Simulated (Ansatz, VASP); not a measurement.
**Sb in VASP and in Ansatz**

File INCAR:

```
PREC     = Accurate       # precision mode
ENCUT    = 520            # plane-wave cutoff, eV
EDIFF    = 1E-8           # SCF threshold, eV
ISMEAR   = -1             # smearing method
SIGMA    = 0.05           # smearing width, eV
LREAL    = F              # projectors in reciprocal space
LASPH    = T              # aspherical terms in the spheres
NELM     = 60             # most SCF steps
ALGO     = Normal         # electronic algorithm
ISIF     = 2              # what is computed and relaxed
LWAVE    = F              # write WAVECAR
LCHARG   = F              # write CHGCAR
GGA      = PE             # functional
LEFG     = T            
NBANDS   = 8              # bands
```

Contents of KPOINTS:

```
regular mesh
0
Gamma
  12 12 12
```

Contents of POSCAR:

```
Sb
1.0
    0.0000000000      2.3050000000      2.3050000000
    2.3050000000      0.0000000000      2.3050000000
    2.3050000000      2.3050000000      0.0000000000
Sb
1
Direct
    0.0000000000      0.0000000000      0.0000000000
```

Input for Ansatz:

```yaml
crystal:
  lattice:
    - [0.0, 2.305, 2.305]
    - [2.305, 0.0, 2.305]
    - [2.305, 2.305, 0.0]
  atoms:
    - { symbol: Sb, position: [0.0, 0.0, 0.0] }
kpoints:
  mp_grid: { grid: [12, 12, 12] }
  band_path:
    path:
      - [0.0, 0.0, 0.0]
      - [0.5, 0.0, 0.5]
      - [0.625, 0.25, 0.625]
      - [0.375, 0.375, 0.75]
      - [0.0, 0.0, 0.0]
      - [0.5, 0.5, 0.5]
      - [0.5, 0.25, 0.75]
      - [0.5, 0.0, 0.5]
    npoints: 8
scf:
  occupations: { method: fermi_dirac, width: 0.05 }
hamiltonian:
  xc: pbe
  pseudopotentials: { kind: paw }
output:
  forces: true
  stress: true
  eigenvalues: true
  efg: { contact_densities: true }
  populations: true
  bader: true
  dos: { projected: true, de: 0.2, e_range: [-14, 8] }
```

Alike in both runs: task electric field gradients; functional PBE; k mesh 12 × 12 × 12; occupations fermi-dirac, width 0.05 eV; no spin polarisation.

```csv
,VASP,Ansatz
version,VASP 6.6.1,Ansatz 0.2.0
potentials or method,"VASP PAW PBE potentials, release 64 (Sb)","PAW with Ansatz's default frozen-core files, scalar-relativistic"
plane-wave cutoff (eV),520,420
valence electrons in the cell,5,15
```

```csv
,VASP,Ansatz,Ansatz less VASP
pressure (GPa),8.6,8.7,+0.14
```

VASP's potentials hold 5 valence electrons a cell and Ansatz's 15, so a difference there can come from the potentials and not from the codes.

Spin-orbit coupling is off throughout.
